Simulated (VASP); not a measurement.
Write the native input for VASP 6.6.1 that does the following.

* Task: single point
* Functional: LDA
* Potentials or basis: VASP PAW LDA potentials, release 64 (Mo_sv)
* Cutoff: 520 eV
* k mesh: 11 × 11 × 11
* Occupations: fermi-dirac, width 0.1 eV
* Spin: no spin polarisation
* Dipole correction: no
* Further INCAR settings: ALGO = Normal; EDIFF = 1e-06; NBANDS = 13

The structure of Mo lies in POSCAR:

```
Mo
1.0
   -1.5565618036      1.5565618036      1.5565618036
    1.5565618036     -1.5565618036      1.5565618036
    1.5565618036      1.5565618036     -1.5565618036
Mo
1
Direct
    0.0000000000      0.0000000000      0.0000000000
```

One way to write it, as run:

INCAR

```
  ALGO = Normal
  EDIFF = 1E-6
  ENCUT = 520
  GGA = CA
  ISIF = 2
  ISMEAR = -1
  LASPH = T
  LCHARG = F
  LREAL = F
  LWAVE = F
  NBANDS = 13
  NELM = 60
  PREC = Accurate
  SIGMA = 0.1
```

KPOINTS

```
k-points
0
Gamma
  11 11 11
```

Potentials or basis: VASP PAW LDA potentials, release 64 (Mo_sv).

Launch:

```bash
$ cat potpaw_LDA.64/Mo_sv/POTCAR > POTCAR
$ mpirun -np 1 vasp_std > vasp.out
```

Results of the run:

```yaml
Pressure: 0.8 GPa
Band_gap_on_the_k_mesh: zero (band 7 reaches 16.73 eV, above the bottom of band 8 at 11.62 eV)
```

Wall time 14 s on 1 thread of Intel Xeon 8259CL, on a shared host, peak memory 0.12 GiB.
